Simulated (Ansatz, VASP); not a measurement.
AlGa3As4: VASP beside Ansatz

```
Al Ga As
1.0
     5.82174   -0.09645   -0.07940
    -0.09645    5.71434    0.13015
    -0.07940    0.13015    5.62543
Al Ga As
1 3 4
Direct
  0.48851 0.50207 0.48924
  0.49973 0.99926 0.99908
  0.01098 0.00684 0.49869
  0.00451 0.49772 0.00690
  0.73724 0.23819 0.75189
  0.75173 0.75143 0.24687
  0.25858 0.26242 0.25574
  0.24871 0.74207 0.75159
```

Change from the starting cell: cell x1, atoms moved at random (sigma 0.05 Å) and cell strained at random (1.5 %), then relaxed without symmetry.

Alike in both runs: task relaxation of cell and atoms; functional PBE; k mesh 2 × 2 × 2; occupations gaussian, width 0.1 eV; no spin polarisation.

```csv
,VASP,Ansatz
version,VASP 6.6.1,Ansatz 0.2.0
potentials or method,"VASP PAW PBE potentials, release 64 (Al, Ga_d, As), cutoff 600 eV","scalar-relativistic, plane waves, PAW"
valence electrons in the cell,62,102
```

Ansatz gave:

| Property | Result |
| --- | --- |
| gap on the k mesh at the Fermi level, each at its own relaxed structure (eV) | 0.52 |
| relaxed volume (Å³/atom) | 23.69 |
| relaxed cell length with the largest relative difference (Å) | 5.744 |

Estimate VASP's values.

gap on the k mesh at the Fermi level, each at its own relaxed structure (eV): 0.50; relaxed volume (Å³/atom): 23.76; relaxed cell length with the largest relative difference (Å): 5.752.

VASP's potentials hold 62 valence electrons a cell and Ansatz's 102, so a difference there can come from the potentials and not from the codes.

The k mesh is coarse, so the values compare programs but aren't converged.
